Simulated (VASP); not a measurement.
Input of a VASP 6.6.1 run:

Contents of INCAR:

```
SYSTEM = Sb
  PREC = Accurate
  ENCUT = 400
  EDIFF = 1E-6
  ISMEAR = -5
  SIGMA = 0.02
  LREAL = .FALSE.
  LASPH = .TRUE.
  NELM = 120
  ALGO = Normal
  ISIF = 2
  LWAVE = .FALSE.
  LCHARG = .FALSE.
  LDIPOL = .TRUE.
  IDIPOL = 3
  DIPOL = 0.5 0.5 0.500
  GGA = RP
  IVDW = 12
  NBANDS = 12
  GGA_COMPAT = .FALSE.
  NELMDL = -8
```

Contents of KPOINTS:

```
Automatic mesh
0
G
  9 9 1
  0 0 0
```

POSCAR

```
Sb
1.0
    4.0688536048      0.0000000000      0.0000000000
   -2.0344268024      3.5237305860      0.0000000000
    0.0000000000      0.0000000000     28.0000000000
Sb
2
Direct
    0.3333333333      0.6666666667      0.5294631964
    0.6666666667      0.3333333333      0.4705368036
```

Potentials or basis: VASP PAW PBE potentials, release 64 (Sb).

The run is started by

```bash
$ cat potpaw_PBE.64/Sb/POTCAR > POTCAR
$ mpirun -np 1 vasp_std > vasp.out
```

**Question.** Estimate the band gap on the k mesh.

**Answer.** 1.24 eV, indirect (least direct gap 1.69 eV).

**Question.** Predict the largest force.

**Answer.** 0.784 eV/Å.

**Question.** Predict the dispersion energy per atom.

**Answer.** -1.385 eV.

Forces on the atoms (eV/Å):
```
Sb   0.000  0.000 -0.784
Sb   0.000  0.000  0.784
```

Caveat: the PAW data sets were made with another functional, which shifts forces and pressure a little; spin-orbit coupling is left out, which moves the levels of the heavy elements.
